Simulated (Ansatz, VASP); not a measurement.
Two plane-wave programs on Ge

File POSCAR:

```
Ge
1.0
    0.0000000000      2.8378582421      2.8378582421
    2.8378582421      0.0000000000      2.8378582421
    2.8378582421      2.8378582421      0.0000000000
Ge
2
Direct
    0.0000000000      0.0000000000      0.0000000000
    0.2500000000      0.2500000000      0.2500000000
```

The input INCAR.step1:

```
SYSTEM = Ge
PREC = Accurate ; ENCUT = 550
ISMEAR = 0 ; SIGMA = 0.1
LREAL = .FALSE. ; LASPH = .TRUE.
NELM = 120 ; NBANDS = 21
GGA = PE ; ALGO = Normal
EDIFF = 1E-5 ; LWAVE = .TRUE.
LCHARG = .FALSE. ; GGA_COMPAT = .FALSE.
```

INCAR.step2

```
SYSTEM = Ge
PREC = Accurate ; ENCUT = 550
EDIFF = 1E-6 ; ISMEAR = 0
SIGMA = 0.1 ; LREAL = .FALSE.
LASPH = .TRUE. ; NELM = 120
ALGO = Normal ; ISIF = 2
LWAVE = .FALSE. ; LCHARG = .FALSE.
METAGGA = R2SCAN ; LMIXTAU = .TRUE.
NBANDS = 21 ; ISTART = 1
GGA_COMPAT = .FALSE.
```

The input KPOINTS:

```
regular mesh
0
G
  12 12 12
  0 0 0
```

Input for Ansatz:

```yaml
crystal:
  lattice:
    - [0.0, 2.8378582421, 2.8378582421]
    - [2.8378582421, 0.0, 2.8378582421]
    - [2.8378582421, 2.8378582421, 0.0]
  atoms:
    - { symbol: Ge, position: [0.0, 0.0, 0.0] }
    - { symbol: Ge, position: [0.25, 0.25, 0.25] }
basis:
  ecutwfc: 500
kpoints:
  mp_grid: { grid: [12, 12, 12] }
  band_path:
    path:
      - [0.0, 0.0, 0.0]
      - [0.5, 0.0, 0.5]
      - [0.625, 0.25, 0.625]
      - [0.375, 0.375, 0.75]
      - [0.5, 0.5, 0.5]
      - [0.5, 0.25, 0.75]
    npoints: 1
hamiltonian:
  xc: r2scan
scf:
  occupations: { method: gaussian, width: 0.1 }
  n_extra_bands: 4
output:
  forces: true
  stress: true
  eigenvalues: true
```

Alike in both runs: task single point; functional r2SCAN; k mesh 12 × 12 × 12; occupations gaussian, width 0.1 eV; no spin polarisation.

|  | VASP | Ansatz |
| --- | --- | --- |
| version | VASP 6.6.1 | Ansatz 0.2.0 |
| potentials or method | VASP PAW PBE potentials, release 64 (Ge_d), cutoff 550 eV | scalar-relativistic, plane waves, PAW |
| valence electrons in the cell | 28 | 28 |

```tsv
	VASP	Ansatz	Ansatz less VASP
gap on the k mesh at the Fermi level (eV)	0.31	0.35	+0.038
least direct gap on the mesh (eV)	0.31	0.35	+0.038
pressure (GPa)	0.1	0.0	-0.13
```

VASP's potentials were made for PBE, not for r2SCAN.
